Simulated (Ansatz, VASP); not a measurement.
One calculation of KInGaC6N6, two programs

```xyz
15
Lattice="0.0000 5.1635 5.1635 5.1635 0.0000 5.1635 5.1635 5.1635 0.0000" Properties=species:S:1:pos:R:3 pbc="T T T"
K     7.7453    7.7453    7.7453
In    5.1635    5.1635    5.1635
Ga    0.0000    0.0000    0.0000
C     1.8960    5.1635    5.1635
C     5.1635    5.1635    1.8960
C     5.1635    8.4310    5.1635
C     8.4310    5.1635    5.1635
C     5.1635    5.1635    8.4310
C     5.1635    1.8960    5.1635
N     3.0660    5.1635    5.1635
N     5.1635    5.1635    3.0660
N     5.1635    7.2610    5.1635
N     7.2610    5.1635    5.1635
N     5.1635    5.1635    7.2610
N     5.1635    3.0660    5.1635
```

Alike in both runs: task single point; functional PBE; k mesh 4 × 4 × 4; occupations gaussian, width 0.1 eV; no spin polarisation.

|  | VASP | Ansatz |
| --- | --- | --- |
| version | VASP 6.6.1 | Ansatz 0.2.0 |
| potentials or method | VASP PAW PBE potentials, release 64 (K_sv, In_d, Ga_d, C, N), cutoff 520 eV | scalar-relativistic, plane waves, PAW |
| valence electrons in the cell | 89 | 89 |

```csv
,VASP,Ansatz,Ansatz less VASP
gap on the k mesh at the Fermi level (eV),none,none,-
pressure (GPa),14.7,14.3,-0.36
rms of the force components (eV/Å),0.930,1.108,+0.1778
```

Atom by atom the forces differ by 0.204 eV/Å (rms over components). A gap of «none» marks a metal or a gap that the smearing closes.

Noted on VASP's run: the standard files for N, O and F lose accuracy on very short bonds.
